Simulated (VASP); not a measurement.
**NbH2: single point with r2SCAN**

Crystal: NbH2.

```xyz
6
Lattice="2.3075 2.3075 0.0000 -2.3075 2.3075 0.0000 0.0000 0.0000 4.6150" Properties=species:S:1:pos:R:3 pbc="T T T"
Nb    0.0000    0.0000    0.0000
Nb    0.0000    2.3075    2.3075
H    -1.1538    1.1538    3.4613
H     1.1538    1.1538    3.4613
H     1.1538    1.1538    1.1538
H    -1.1538    1.1538    1.1538
```

This cell differs from its parent crystal: equal strain along all axes, cell held: +1.5 %.

| Item | Value |
| --- | --- |
| Program | VASP 6.6.1 |
| Task | single point |
| Functional | r2SCAN |
| Potentials or basis | VASP PAW PBE potentials, release 64 (Nb_sv, H) |
| Cutoff | 520 eV |
| k mesh | 12 × 12 × 8 |
| Occupations | gaussian, width 0.1 eV |
| Spin | no spin polarisation |

```
Pressure               : -7.9 GPa
Band gap on the k mesh : zero (bands 15 and 16 overlap by 4.08 eV)
```

Levels at points of the mesh, in eV from the Fermi level:
| k point | band 12 | band 13 | band 14 | band 15 | band 16 | band 17 | band 18 | band 19 |
| --- | --- | --- | --- | --- | --- | --- | --- | --- |
| (0.00, 0.00, 0.00) | -4.36 | -1.51 | -1.38 | -1.37 | -1.37 | 1.22 | 1.22 | 2.71 |
| (0.50, 0.00, 0.00) | -6.48 | -1.96 | -1.96 | 0.10 | 0.10 | 0.56 | 0.56 | 3.36 |
| (0.50, 0.50, 0.00) | -5.58 | -4.36 | -4.36 | 2.71 | 2.71 | 2.79 | 2.79 | 2.79 |
| (0.00, 0.00, 0.50) | -6.20 | -1.21 | -1.21 | 0.02 | 0.02 | 0.02 | 0.02 | 1.91 |
| (0.50, 0.00, 0.50) | -5.47 | -1.21 | -1.21 | -1.21 | -1.21 | 2.56 | 2.56 | 2.56 |
| (0.50, 0.50, 0.50) | -6.83 | -3.20 | -3.20 | 0.32 | 0.32 | 2.80 | 2.80 | 4.75 |

It took 2.8 min on 1 thread of Intel(R) Xeon(R) 6975P-C (Granite Rapids), with other jobs on the host, peak memory 0.26 GiB.

Caveat: the cell differs from its parent crystal (equal strain along all axes, cell held: +1.5 %); the cell stands under tension; the PAW data sets were made with another functional, which shifts forces and pressure a little.
